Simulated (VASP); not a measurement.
# P (Cmce) in VASP: further runs, part 2 of 2

VASP 6.6.1.

**3. Single point, PBE+D3(BJ)**

This run uses another cell than the first one, of 17.62 Å³/atom.

INCAR

```
SYSTEM = P
ALGO = Normal ; EDIFF = 1E-6
ENCUT = 520 ; GGA = PE
ISIF = 2 ; ISMEAR = 0
IVDW = 12 ; LASPH = .True.
LCHARG = .False. ; LREAL = .False.
LWAVE = .False. ; NBANDS = 18
NELM = 80 ; PREC = Accurate
SIGMA = 0.01
```

KPOINTS

```
k-points
0
Gamma
  12 12 8
  0 0 0
```

POSCAR

```
P
1.0
    1.6608893667     -5.0986673467      0.0000000000
    1.6608893667      5.0986673467      0.0000000000
    0.0000000000      0.0000000000      4.1616586351
P
4
Direct
    0.8935758185      0.1064241815      0.0717732455
    0.6064241815      0.3935758185      0.5717732455
    0.1064241815      0.8935758185      0.9282267545
    0.3935758185      0.6064241815      0.4282267545
```

Potentials or basis: VASP PAW PBE potentials, release 64 (P).

The run is started by

```console
> cat potpaw_PBE.64/P/POTCAR > POTCAR
> mpirun -np 1 vasp_std > vasp.out
```

OUTCAR:

```text
SYSTEM = P
   EDIFF = 1E-6
   ENCUT = 520
   GGA = PE
   ISIF = 2
   ISMEAR = 0
   IVDW = 12
   LASPH = .True.
   LREAL = .False.
   NELM = 80
   PREC = Accurate
 IVDW          = 12

 ion  position               nearest neighbor table
   1  0.894  0.106  0.072-   4 2.23   4 2.23   3 2.25
   2  0.606  0.394  0.572-   3 2.23   3 2.23   4 2.25
   3  0.106  0.894  0.928-   2 2.23   2 2.23   1 2.25
   4  0.394  0.606  0.428-   1 2.23   1 2.23   2 2.25

  LATTYP: Found a base centered orthorhombic cell.
 ALAT       =     3.3217787334
 B/A-ratio  =     3.0698416456
 C/A-ratio  =     1.2528404115

  Lattice vectors:

 A1 = (   1.6608893667,  -5.0986673467,   0.0000000000)
 A2 = (   1.6608893667,   5.0986673467,   0.0000000000)
 A3 = (   0.0000000000,   0.0000000000,   4.1616586351)

Analysis of symmetry for initial positions (statically):
=====================================================================
 Subroutine PRICEL returns:
 Original cell was already a primitive cell.

 Routine SETGRP: Setting up the symmetry group for a
 base centered orthorhombic supercell.
[... 172 lines left out ...]

 E-fermi :   7.4369     XC(G=0): -10.2690

 val. band max:        7.4237516504   @ k =  -0.4167   0.4167   0.0000
 cond. band min:       7.4501038597   @ k =  -0.3333   0.3333   0.0000
 fundamental gap:      0.0263522093
 Fermi energy:         7.4369299321

 k-point     1 :       0.0000    0.0000    0.0000
  band No.  band energies     occupation
      1      -8.5899      2.00000
      2      -5.2434      2.00000
      3      -1.7136      2.00000
      4       0.1113      2.00000
      5       2.3056      2.00000
      6       3.1571      2.00000
[... 481 lines left out ...]
      5       1.4652      2.00000
      6       1.9677      2.00000
[... 10 lines left out ...]
     17      12.7482      0.00000
     18      13.5557      0.00000

 [... further k-points ...]

------------------------ aborting loop because EDIFF is reached ----------------------------------------

 Edisp (eV)   -1.59340

 E8    (eV) :    -0.6034

  FORCE on cell =-STRESS in cart. coord.  units (eV):
  Direction    XX          YY          ZZ          XY          YZ          ZX
  --------------------------------------------------------------------------------------
  -------------------------------------------------------------------------------------
  Total      -0.15888    -0.18741    -0.13699     0.00000    -0.00000     0.00000
  in kB      -3.61150    -4.26010    -3.11398     0.00000    -0.00000     0.00000
  external pressure =       -3.66 kB  Pullay stress =        0.00 kB

 VOLUME and BASIS-vectors are now :
 -----------------------------------------------------------------------------
  energy-cutoff  :      520.00
  volume of cell :       70.48
      direct lattice vectors                 reciprocal lattice vectors
     1.660889367 -5.098667347  0.000000000     0.301043531 -0.098064840  0.000000000
     1.660889367  5.098667347  0.000000000     0.301043531  0.098064840  0.000000000
     0.000000000  0.000000000  4.161658635     0.000000000  0.000000000  0.240288810

 POSITION                                       TOTAL-FORCE (eV/Angst)
 -----------------------------------------------------------------------------------
      1.66089     -4.01342      0.29870         0.000000     -0.044567      0.041236
      1.66089     -1.08524      2.37953         0.000000      0.044567      0.041236
      1.66089      4.01342      3.86296         0.000000      0.044567     -0.041236
      1.66089      1.08524      1.78213         0.000000     -0.044567     -0.041236
 -----------------------------------------------------------------------------------
    total drift:                                0.000000     -0.000000      0.000000

  FREE ENERGIE OF THE ION-ELECTRON SYSTEM (eV)
  ---------------------------------------------------
  free  energy   TOTEN  =       -22.9682131096 eV

  energy  without entropy=      -22.9682096524  energy(sigma->0) =      -22.96821138
```

OSZICAR:

```text
N       E                     dE             d eps       ncg     rms          rms(c)
DAV:   1     0.547991009910E+02    0.54799E+02   -0.83776E+03  7740   0.950E+02
DAV:   2    -0.181401282200E+02   -0.72939E+02   -0.70080E+02 10314   0.152E+02
DAV:   3    -0.214782024354E+02   -0.33381E+01   -0.33106E+01 10182   0.320E+01
DAV:   4    -0.215102442867E+02   -0.32042E-01   -0.32016E-01 10158   0.380E+00
DAV:   5    -0.215106915236E+02   -0.44724E-03   -0.44718E-03  9854   0.428E-01    0.103E+01
DAV:   6    -0.214146011760E+02    0.96090E-01   -0.50022E-02  9346   0.123E+00    0.610E+00
DAV:   7    -0.213749088703E+02    0.39692E-01   -0.89067E-02  9350   0.164E+00    0.293E-01
DAV:   8    -0.213747336372E+02    0.17523E-03   -0.99360E-03  8764   0.586E-01    0.147E-01
DAV:   9    -0.213747877301E+02   -0.54093E-04   -0.52489E-04 10070   0.133E-01    0.737E-02
DAV:  10    -0.213747995841E+02   -0.11854E-04   -0.57540E-05  9548   0.408E-02    0.305E-02
DAV:  11    -0.213748077509E+02   -0.81668E-05   -0.11209E-05  8982   0.227E-02    0.805E-03
DAV:  12    -0.213748082966E+02   -0.54569E-06   -0.58242E-07  5024   0.494E-03
   1 F= -.22968213E+02 E0= -.22968211E+02  d E =-.345714E-05
```

It took 1.9 min on 1 thread of Intel Xeon 6975P-C (Granite Rapids), shared host; peak memory 0.34 GiB.

Results:

```
Free energy                : -22.9682 eV
Pressure                   : -0.4 GPa
Largest force              : 0.061 eV/Å
Band gap on the k mesh     : zero (bands 10 and 11 overlap by 0.19 eV)
Dispersion energy per atom : -0.398 eV
```

Forces on the atoms (eV/Å):
```
P    0.000 -0.045  0.041
P    0.000  0.045  0.041
P    0.000  0.045 -0.041
P    0.000 -0.045 -0.041
```

Stress tensor (GPa, compression positive):
```
-0.36  0.00  0.00
 0.00 -0.43  0.00
 0.00  0.00 -0.31
```

Levels at points of the mesh, in eV from the Fermi level:
| k point | band 7 | band 8 | band 9 | band 10 | band 11 | band 12 | band 13 | band 14 |
| --- | --- | --- | --- | --- | --- | --- | --- | --- |
| (0.00, 0.00, 0.00) | -4.10 | -2.89 | -2.69 | -1.39 | 1.01 | 1.23 | 1.88 | 3.44 |
| (0.50, 0.00, 0.00) | -3.23 | -3.23 | -2.68 | -2.68 | 0.78 | 0.78 | 1.07 | 1.07 |
| (0.50, 0.50, 0.00) | -4.39 | -2.19 | -1.86 | -0.40 | 0.44 | 0.65 | 2.45 | 3.15 |
| (0.00, 0.00, 0.50) | -3.10 | -3.10 | -0.88 | -0.88 | 1.45 | 1.45 | 2.19 | 2.19 |
| (0.50, 0.00, 0.50) | -5.78 | -5.78 | -2.13 | -2.13 | 1.58 | 1.58 | 4.75 | 4.75 |
| (0.50, 0.50, 0.50) | -2.44 | -2.44 | -1.26 | -1.26 | 1.30 | 1.30 | 2.71 | 2.71 |

**4. Single point, PBE+D3(BJ)**

This run uses another cell than the first one, of 17.64 Å³/atom.

INCAR

```
SYSTEM = P
  PREC = Accurate
  ENCUT = 520
  EDIFF = 1E-7
  ISMEAR = 0
  SIGMA = 0.1
  LREAL = .False.
  LASPH = .True.
  NELM = 80
  ALGO = Normal
  ISIF = 2
  LWAVE = .False.
  LCHARG = .True.
  GGA = PE
  IVDW = 12
  LELF = .True.
  LVHAR = .True.
  NBANDS = 18
```

KPOINTS

```
Automatic mesh
0
Gamma
  14 14 10
  0 0 0
```

POSCAR

```
P
1.0
    1.6614146974     -5.0972767970      0.0000000000
    1.6614146974      5.0972767970      0.0000000000
    0.0000000000      0.0000000000      4.1648374770
P
4
Direct
    0.8936276162      0.1063723838      0.0718894421
    0.6063723838      0.3936276162      0.5718894421
    0.1063723838      0.8936276162      0.9281105579
    0.3936276162      0.6063723838      0.4281105579
```

The run is started by

```console
> cat potpaw_PBE.64/P/POTCAR > POTCAR
> mpirun -np 1 vasp_std > vasp.out
```

Wall time 4.9 min (1 thread of Intel Xeon 6975P-C (Granite Rapids), shared host); peak memory 0.43 GiB.

Results (log left out):

```
Free energy                : -22.9686 eV
Pressure                   : -0.4 GPa
Largest force              : 0.060 eV/Å
Band gap on the k mesh     : zero (bands 10 and 11 overlap by 0.26 eV)
Dispersion energy per atom : -0.398 eV
```

Forces in eV/Å, atoms in the order of the input:
```
P    0.000 -0.042  0.042
P    0.000  0.042  0.042
P    0.000  0.042 -0.042
P    0.000 -0.042 -0.042
```

Levels at points of the mesh, in eV from the Fermi level:
| k point | band 7 | band 8 | band 9 | band 10 | band 11 | band 12 | band 13 | band 14 |
| --- | --- | --- | --- | --- | --- | --- | --- | --- |
| (0.00, 0.00, 0.00) | -4.09 | -2.88 | -2.67 | -1.38 | 1.03 | 1.24 | 1.89 | 3.44 |
| (0.50, 0.00, 0.00) | -3.22 | -3.22 | -2.67 | -2.67 | 0.80 | 0.80 | 1.08 | 1.08 |
| (0.50, 0.50, 0.00) | -4.37 | -2.18 | -1.83 | -0.37 | 0.45 | 0.66 | 2.46 | 3.15 |
| (0.00, 0.00, 0.50) | -3.09 | -3.09 | -0.88 | -0.88 | 1.46 | 1.46 | 2.20 | 2.20 |
| (0.50, 0.00, 0.50) | -5.76 | -5.76 | -2.11 | -2.11 | 1.60 | 1.60 | 4.75 | 4.75 |
| (0.50, 0.50, 0.50) | -2.43 | -2.43 | -1.26 | -1.26 | 1.32 | 1.32 | 2.72 | 2.72 |

**5. Summary**

```tsv
cell	k mesh	smearing	gap on the mesh (eV)	pressure (GPa)	largest force (eV/Å)
a = 5.498, b = 5.498, c = 4.379 Å, angles 90.0, 90.0, 144.9°, 4 atoms, atomic positions A	14 × 14 × 10	gaussian 0.1 eV	none	-2.1	0.06
a = 5.362, b = 5.362, c = 4.162 Å, angles 90.0, 90.0, 143.9°, 4 atoms, atomic positions B	12 × 12 × 8	gaussian 0.01 eV	none	-0.4	0.06
a = 5.361, b = 5.361, c = 4.165 Å, angles 90.0, 90.0, 143.9°, 4 atoms, atomic positions C	14 × 14 × 10	gaussian 0.1 eV	none	-0.4	0.06
```

Alike in all rows: task single point; level PBE+D3(BJ); potentials or basis VASP PAW PBE potentials, release 64 (P); no spin polarisation; cutoff (eV) 520.

Total energies depend on the potentials used, so only differences within one code and one set of settings carry meaning.

The gap in the log of VASP goes by the Fermi energy; the results here count the filled bands.